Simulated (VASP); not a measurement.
A run of VASP 6.6.1 is set up as follows.

Contents of INCAR:

```
  PREC = Accurate
  ENCUT = 520
  EDIFF = 1E-7
  ISMEAR = -1
  SIGMA = 0.02
  LREAL = Auto
  LASPH = T
  NELM = 100
  ALGO = Normal
  ISIF = 2
  LWAVE = F
  LCHARG = F
  GGA = PE
  IVDW = 12
  NBANDS = 45
```

KPOINTS

```
Automatic mesh
0
Gamma
  1 1 1
```

Contents of POSCAR:

```
H15NO6
1.0
    6.2222230000      0.0000000000      0.0000000000
    0.0000000000      6.2222230000      0.0000000000
    0.0000000000      0.0000000000      6.2222230000
O H N
6 15 1
Direct
    0.2070481884      0.6503302759      0.7651445472
    0.4006124499      0.0648321348      0.7686159754
    0.7352034795      0.2581713963      0.4433142303
    0.2948946060      0.3795588811      0.2318785424
    0.6686195593      0.5438249320      0.8417409662
    0.8395713236      1.0862837928      0.9843266627
    0.3522856703      0.6493499188      0.7489124064
    0.1187999852      0.5313695764      0.6776838439
    0.3102749612     -0.0483910654      0.8300891820
    0.4587427998      0.1403839110      0.8793320329
    0.8362606098      0.1601196228      0.3959999505
    0.5882302836      0.2127214020      0.4697356556
    0.4264392324      0.3148713892      0.2025321175
    0.2525946113      0.3170731747      0.3612695977
    0.7367463365      0.4715677982      0.7083802686
    0.7182320531      0.4758588691      0.9840213056
    0.9092570292      0.9783963063      1.0608427245
    0.7101802684      1.1369570007      1.0542855825
    0.9319016692      0.9174695282      0.5083552936
    0.9522320238      0.6984481270      0.4777874403
    0.7540070486      0.7930766866      0.6429052768
    0.8180195406      0.8056927564      0.4810177970
```

Potentials or basis: VASP PAW PBE potentials, release 64 (O, H, N).

The run is started by

```sh
$ cat potpaw_PBE.64/O/POTCAR potpaw_PBE.64/H/POTCAR potpaw_PBE.64/N/POTCAR > POTCAR
$ mpirun -np 1 vasp_gam > vasp.out
```

Task: Predict the largest force.

Result: 6.511 eV/Å.

Task: Predict the dispersion energy per atom.

Result: -0.031 eV.

Forces in eV/Å, atoms in the order of the input:
```
O   -6.303 -1.383 -0.864
O   -1.652 -2.001 -3.046
O   -1.716  3.759  0.712
O   -1.507  1.720 -1.364
O    0.792 -1.407  0.199
O   -0.579  2.104 -1.890
H    3.939 -1.094 -0.848
H    2.621  2.382  1.932
H   -0.040  0.207 -0.218
H    1.326  1.987  2.654
H    0.704 -2.291 -0.718
H    0.662 -1.056  0.212
H    2.167 -0.722 -0.508
H   -0.781 -0.942  2.052
H   -0.756  0.240  2.150
H   -0.147  0.840 -2.357
H    0.484 -1.718  1.498
H    0.416 -0.649  0.530
H    0.148  1.655  0.387
H   -1.771 -0.351 -0.117
H    0.697 -0.020 -1.760
N    1.296 -1.258  1.365
```

Caveat: the k points lie up to 1.01 Å⁻¹ apart.
